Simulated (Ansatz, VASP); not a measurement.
One calculation of Zr, two programs

POSCAR

```
Zr
1.0
    0.0000000000      2.2550000000      2.2550000000
    2.2550000000      0.0000000000      2.2550000000
    2.2550000000      2.2550000000      0.0000000000
Zr
1
Direct
    0.0000000000      0.0000000000      0.0000000000
```

File INCAR.step1:

```
PREC = Accurate
ENCUT = 520
ISMEAR = 0
SIGMA = 0.15
LREAL = False
LASPH = True
NELM = 80
NBANDS = 12
GGA = PE
ALGO = Normal
EDIFF = 1E-4
LWAVE = True
LCHARG = False
```

The input INCAR.step2:

```
PREC = Accurate
ENCUT = 520
EDIFF = 1E-6
ISMEAR = 0
SIGMA = 0.15
LREAL = False
LASPH = True
NELM = 80
ALGO = Normal
ISIF = 2
LWAVE = False
LCHARG = False
METAGGA = R2SCAN
LMIXTAU = True
NBANDS = 12
ISTART = 1
```

The input KPOINTS:

```
Automatic mesh
0
Gamma
  18 18 18
```

Input for Ansatz:

```yaml
crystal:
  lattice:
    - [0.0, 2.255, 2.255]
    - [2.255, 0.0, 2.255]
    - [2.255, 2.255, 0.0]
  atoms:
    - { symbol: Zr, position: [0.0, 0.0, 0.0] }
basis:
  ecutwfc: 500
kpoints:
  mp_grid: { grid: [18, 18, 18] }
hamiltonian:
  xc: r2scan
scf:
  occupations: { method: gaussian, width: 0.15 }
output:
  forces: true
  stress: true
  eigenvalues: true
```

Alike in both runs: task single point; functional r2SCAN; k mesh 18 × 18 × 18; occupations gaussian, width 0.15 eV; no spin polarisation.

```csv
,VASP,Ansatz
version,VASP 6.6.1,Ansatz 0.2.0
potentials or method,"VASP PAW PBE potentials, release 64 (Zr_sv), cutoff 520 eV","scalar-relativistic, plane waves, PAW"
valence electrons in the cell,12,12
```

```tsv
	VASP	Ansatz	Ansatz less VASP
gap on the k mesh at the Fermi level (eV)	none	none	-
pressure (GPa)	1.6	1.5	-0.03
```

VASP's potentials were made for PBE, not for r2SCAN. A gap of «none» marks a metal or a gap that the smearing closes.
